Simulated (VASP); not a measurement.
Write the native input for VASP 6.6.1 that does the following.

```
Task                   : relaxation of cell and atoms
Functional             : LDA
Potentials or basis    : VASP PAW LDA potentials, release 64 (Sr_sv, Ti_sv, O)
Cutoff                 : 600 eV
k mesh                 : 10 × 10 × 10
Occupations            : gaussian, width 0.02 eV
Spin                   : no spin polarisation
Dipole correction      : no
Further INCAR settings : ALGO = Normal; EDIFF = 1e-06; IBRION = 2; EDIFFG = -0.002; NSW = 100; ISIF = 3
```

The structure of SrTiO3 lies in POSCAR:

```
SrTiO3
1.0
    3.8545763383      0.0000000000      0.0000000000
    0.0000000000      3.8545763383      0.0000000000
    0.0000000000      0.0000000000      3.8545763383
Sr Ti O
1 1 3
Direct
    0.0000000000      0.0000000000      0.0000000000
    0.5000000000      0.5000000000      0.5000000000
    0.5000000000      0.0000000000      0.5000000000
    0.5000000000      0.5000000000      0.0000000000
    0.0000000000      0.5000000000      0.5000000000
```

The input as run:

INCAR

```
SYSTEM = SrTiO3
PREC     = Accurate       ! precision mode
ENCUT    = 600            ! plane-wave cutoff, eV
EDIFF    = 1E-6           ! SCF threshold, eV
ISMEAR   = 0              ! smearing method
SIGMA    = 0.02           ! smearing width, eV
LREAL    = .FALSE.        ! projectors in reciprocal space
LASPH    = .TRUE.         ! aspherical terms in the spheres
NELM     = 80             ! most SCF steps
ALGO     = Normal         ! electronic algorithm
ISIF     = 3              ! what is computed and relaxed
LWAVE    = .FALSE.        ! write WAVECAR
LCHARG   = .FALSE.        ! write CHGCAR
IBRION   = 2              ! ionic algorithm
NSW      = 100            ! ionic steps
EDIFFG   = -0.002         ! ionic threshold
```

KPOINTS

```
Automatic mesh
0
G
  10 10 10
  0 0 0
```

Potentials or basis: VASP PAW LDA potentials, release 64 (Sr_sv, Ti_sv, O).

Run with:

```bash
$ cat potpaw_LDA.64/Sr_sv/POTCAR potpaw_LDA.64/Ti_sv/POTCAR potpaw_LDA.64/O/POTCAR > POTCAR
$ mpirun -np 1 vasp_std > vasp.out
```

Results of the run:

```
Relaxed volume                        : 11.50 Å³/atom
Relaxed cell                          : a = 3.860 Å, b = 3.860 Å, c = 3.860 Å, α = 90.00°, β = 90.00°, γ = 90.00°
Space group after relaxing (to 0.1 Å) : Pm-3m (No. 221)
Energy gained by relaxing             : 0.1 meV/atom
Ionic steps                           : 3
Pressure after relaxing               : 0.0 GPa
Band gap on the k mesh                : 1.81 eV (least direct gap 2.15 eV)
```

Run time: 2.1 min on 1 thread of Intel(R) Xeon(R) Platinum 8488C (Sapphire Rapids), on a shared host, peak memory 0.23 GiB.
